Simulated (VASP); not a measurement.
Runs of VASP 6.6.1 on KHf3. The structure is that of space group Pm-3m (No. 221), or close to it. The cells are those of the table. 

```csv
task,cell,k mesh,cutoff (eV),gap on the mesh (eV),pressure (GPa),relaxed volume (Å³/atom)
relaxation of cell and atoms,"relaxed from a = 4.534 Å, 4 atoms",4 × 4 × 4,600,none,0.0,25.05
single point,"a = 4.646 Å, 4 atoms",10 × 10 × 10,520,none,(a),-
relaxation of cell and atoms,"relaxed from a = 4.655 Å, 4 atoms",10 × 10 × 10,600,none,0.0,25.02
single point,"a = 4.534 Å, 4 atoms",4 × 4 × 4,520,none,(b),-
single point,"a = 4.655 Å, 4 atoms",4 × 4 × 4,520,none,-0.4,-
```

Alike in all rows: level PBE; potentials or basis VASP PAW PBE potentials, release 64 (K_sv, Hf_pv); no spin polarisation; smearing gaussian 0.1 eV.

Task: Estimate the missing entries.

Result: (a) -0.1; (b) 5.2.

Caveats: spin-orbit coupling is left out, which moves the levels of the heavy elements.

A k mesh can miss the band edges, and the runs leave out spin-orbit coupling on Hf.

A gap of «none» marks levels without a gap at the run's occupations.
